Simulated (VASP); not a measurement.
Zr, 2 atoms in the cell. Symmetry: P6_3/mmc, No. 194, hexagonal system. Conventional cell: a = 3.188 Å, b = 3.188 Å, c = 5.077 Å, α = 90.00°, β = 90.00°, γ = 120.00°. Zr (site symmetry -6m2) has 12 Zr at 3.14 to 3.19 Å within 4.1 Å.  This cell differs from its parent crystal: volume scaled by 0.96.

```yaml
Program: VASP 6.6.1
Task: single point
Functional: PBE
Potentials_or_basis: VASP PAW PBE potentials, release 64 (Zr_sv)
Cutoff: 520 eV
k_mesh: 9 × 9 × 5
Occupations: fermi-dirac, width 0.05 eV
Spin: no spin polarisation
Dipole_correction: no
Further_INCAR_settings: ALGO = Normal; EDIFF = 1e-06; NBANDS = 19
```

Potentials or basis: VASP PAW PBE potentials, release 64 (Zr_sv).

Launch:

```console
$ cat potpaw_PBE.64/Zr_sv/POTCAR > POTCAR
$ mpirun -np 1 vasp_std > vasp.out
```

Hardware: 1 thread of AMD EPYC 9R45 (Zen 5), with other jobs on the host.

Task: Estimate the wall time of this run.

Result: It took 11 s on 1 thread of AMD EPYC 9R45 (Zen 5) (shared host), peak memory 0.13 GiB. Counts: scf iterations 12, k points 36.
